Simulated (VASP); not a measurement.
**Ba: single point with RPBE**

Ba:

```
Ba
1.0
     4.71604    0.00000    0.00000
    -2.35802    4.08421    0.00000
     0.00000    0.00000    7.73896
Ba
2
Direct
  0.33333 0.66667 0.25000
  0.66667 0.33333 0.75000
```

This cell differs from its parent crystal: volume scaled by 1.08.

```json
{
  "Program": "VASP 6.6.1",
  "Task": "single point",
  "Functional": "RPBE",
  "Potentials or basis": "VASP PAW PBE potentials, release 64 (Ba_sv)",
  "Cutoff": "520 eV",
  "k mesh": "9 × 9 × 5",
  "Occupations": "fermi-dirac, width 0.1 eV",
  "Spin": "no spin polarisation"
}
```

| Property | Result |
| --- | --- |
| Pressure | -0.4 GPa |
| Band gap on the k mesh | zero (band 10 reaches 1.39 eV, above the bottom of band 11 at 1.18 eV) |

Levels at points of the mesh, in eV from the Fermi level:
```csv
k point,band 7,band 8,band 9,band 10,band 11,band 12,band 13,band 14
"(0.00, 0.00, 0.00)",-14.27,-14.27,-2.66,-0.88,0.61,1.59,1.62,1.62
```

Wall time 40 s on 1 thread of Intel(R) Xeon(R) 6975P-C (Granite Rapids), with other jobs on the host, peak memory 0.28 GiB.

Caveat: the PAW data sets were made with another functional, which shifts forces and pressure a little; spin-orbit coupling is left out, which moves the levels of the heavy elements.
